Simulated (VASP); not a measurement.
Crystal: Pt.

```
Pt
1.0
     3.06915    0.00000    0.00000
    -1.53458    2.65796    0.00000
     0.00000    0.00000    8.35908
Pt
4
Direct
  0.00000 0.00000 0.25000
  0.00000 0.00000 0.75000
  0.33333 0.66667 0.75000
  0.66667 0.33333 0.25000
```

| Property | Result |
| --- | --- |
| Program | VASP 6.6.1 |
| Task | relaxation of cell and atoms |
| Functional | PBE |
| Potentials or basis | VASP PAW PBE potentials, release 64 (Pt_sv_GW) |
| Cutoff | 500 eV |
| k mesh | 6 × 6 × 2 |
| Occupations | gaussian, width 0.1 eV |
| Spin | no spin polarisation |

At the start: pressure 511.2 GPa; volume 17.05 Å³/atom.

**Question.** Where does the relaxation end?

**Answer.** Over 23 steps the energy falls by 17886.1 meV/atom and the volume is 18.41 Å³/atom (+8.0 %); space group P6_3/mmc (No. 194, to 0.05 Å).

Step by step:
```csv
step,energy change (eV),largest force (eV/Å),pressure (GPa),volume (Å³)
1,0.0000,0.0000,511.19,68.19
2,4496.0352,0.0000,-177.66,1653.77
3,-58.2780,0.0000,-87.27,143.23
4,-68.2765,0.0000,-19.83,121.74
5,-68.7430,0.0000,-6.19,117.35
6,-68.7761,0.0000,-1.66,115.93
7,-68.7617,0.0000,1.82,114.85
8,-68.8411,0.0000,2.18,111.78
9,-69.0593,0.0000,3.27,102.52
10,-69.0740,0.0000,-6.17,104.24
11,-69.0933,0.0000,-2.13,103.50
12,-69.1136,0.0000,-2.22,102.73
13,-69.1873,0.0000,-2.50,100.40
14,-69.4276,0.0000,-3.41,95.70
15,-70.3691,0.0000,-5.54,86.18
16,-70.5254,0.0000,22.32,66.60
17,-71.0767,0.0000,-5.02,80.24
18,-71.5435,0.0000,1.27,73.46
19,-71.2614,0.0000,-18.08,74.46
20,-71.5442,0.0000,0.30,73.51
21,-71.5442,0.0000,0.34,73.51
22,-71.5426,0.0000,-1.17,74.03
23,-71.5444,0.0000,-0.02,73.63
```

Final structure:
```
CELL_PARAMETERS angstrom
4.07914 0.00000 0.00000
-2.03957 3.53264 0.00000
0.00000 0.00000 5.10985
ATOMIC_POSITIONS crystal
Pt 0.00000 0.00000 0.25000
Pt 0.00000 0.00000 0.75000
Pt 0.33333 0.66667 0.75000
Pt 0.66667 0.33333 0.25000
```

Caveat: the k points lie up to 0.61 Å⁻¹ apart in the final cell.
